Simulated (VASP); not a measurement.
Here is a VASP 6.6.1 calculation.

Contents of POSCAR:

```
Ta
1.0
    0.0000000000      2.0924370019      2.0924370019
    2.0924370019      0.0000000000      2.0924370019
    2.0924370019      2.0924370019      0.0000000000
Ta
1
Direct
    0.0000000000      0.0000000000      0.0000000000
```

File INCAR.step1:

```
ALGO = Normal
EDIFF = 1E-4
ENCUT = 520
GGA = PE
ISMEAR = -1
LASPH = T
LCHARG = F
LREAL = F
LWAVE = T
NBANDS = 12
NELM = 80
PREC = Accurate
SIGMA = 0.1
```

INCAR.step2

```
ALGO = Normal
EDIFF = 1E-6
ENCUT = 520
ISIF = 2
ISMEAR = -1
ISTART = 1
LASPH = T
LCHARG = F
LMIXTAU = T
LREAL = F
LWAVE = F
METAGGA = R2SCAN
NBANDS = 12
NELM = 80
PREC = Accurate
SIGMA = 0.1
```

File KPOINTS:

```
k-points
0
Gamma
  9 9 9
```

Potentials or basis: VASP PAW PBE potentials, release 64 (Ta_pv).

Run with:

```bash
$ cat potpaw_PBE.64/Ta_pv/POTCAR > POTCAR
$ cp INCAR.step1 INCAR
$ mpirun -np 1 vasp_std > vasp.out
$ cp INCAR.step2 INCAR
$ mpirun -np 1 vasp_std > vasp.out
```

(1) Predict the pressure.

Answers

(1) 3.6 GPa.

Caveat: the PAW data sets were made with another functional, which shifts forces and pressure a little.
